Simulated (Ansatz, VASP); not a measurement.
**Two plane-wave programs on HfH2**

```
CELL_PARAMETERS angstrom
-1.73213 1.73213 2.11884
1.73213 -1.73213 2.11884
1.73213 1.73213 -2.11884
ATOMIC_POSITIONS crystal
Hf 0.00000 0.00000 0.00000
H 0.75000 0.25000 0.50000
H 0.25000 0.75000 0.50000
```

Alike in both runs: functional PBEsol; k mesh 16 × 16 × 16; occupations gaussian, width 0.1 eV; no spin polarisation.

Ansatz relaxed the structure, and its values are those at the end. VASP's run is a single point on that final structure, the one shown.

|  | VASP | Ansatz |
| --- | --- | --- |
| version | VASP 6.6.1 | Ansatz 0.2.0 |
| potentials or method | VASP PAW PBE potentials, release 64 (Hf_pv, H), cutoff 520 eV | scalar-relativistic, plane waves, PAW |
| valence electrons in the cell | 12 | 28 |

|  | VASP | Ansatz | Ansatz less VASP |
| --- | --- | --- | --- |
| gap on the k mesh at the Fermi level (eV) | none | none | - |
| pressure (GPa) | -0.6 | 0.0 | +0.62 |

VASP's potentials were made for PBE, not for PBEsol. A gap of «none» marks a metal or a gap that the smearing closes. With one functional, cell and mesh, what is left measures potentials, basis and numerics. VASP's potentials hold 12 valence electrons a cell and Ansatz's 28, so a difference there can come from the potentials and not from the codes.

Spin-orbit coupling is off throughout.
